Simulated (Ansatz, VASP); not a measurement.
One calculation of BAs, two programs

```
CELL_PARAMETERS angstrom
0.00000 2.39187 2.34403
2.39187 0.00000 2.34403
2.39187 2.39187 0.00000
ATOMIC_POSITIONS crystal
B 0.00000 0.00000 0.00000
As 0.25000 0.25000 0.25000
```

Change from the starting cell: uniaxial_z strain -2.0%.

Alike in both runs: task single point; functional r2SCAN; k mesh 10 × 10 × 10; no spin polarisation.

```csv
,VASP,Ansatz
version,VASP 6.6.1,Ansatz 0.2.0
potentials or method,"VASP PAW PBE potentials, release 64 (B, As)","plane waves, PAW"
plane-wave cutoff (eV),520,500
occupations,"gaussian, width 0.01 eV",fixed
valence electrons in the cell,8,18
```

VASP gave:

- gap on the k mesh at the Fermi level (eV): 1.03
- pressure (GPa): 3.3
- traceless stress, the component that is largest in VASP (GPa): 2.96

Estimate Ansatz's values.

gap on the k mesh at the Fermi level (eV): 1.03; pressure (GPa): 3.0; traceless stress, the component that is largest in VASP (GPa): 2.97.

VASP's potentials were made for PBE, not for r2SCAN. VASP's potentials hold 8 valence electrons a cell and Ansatz's 18, so a difference there can come from the potentials and not from the codes.
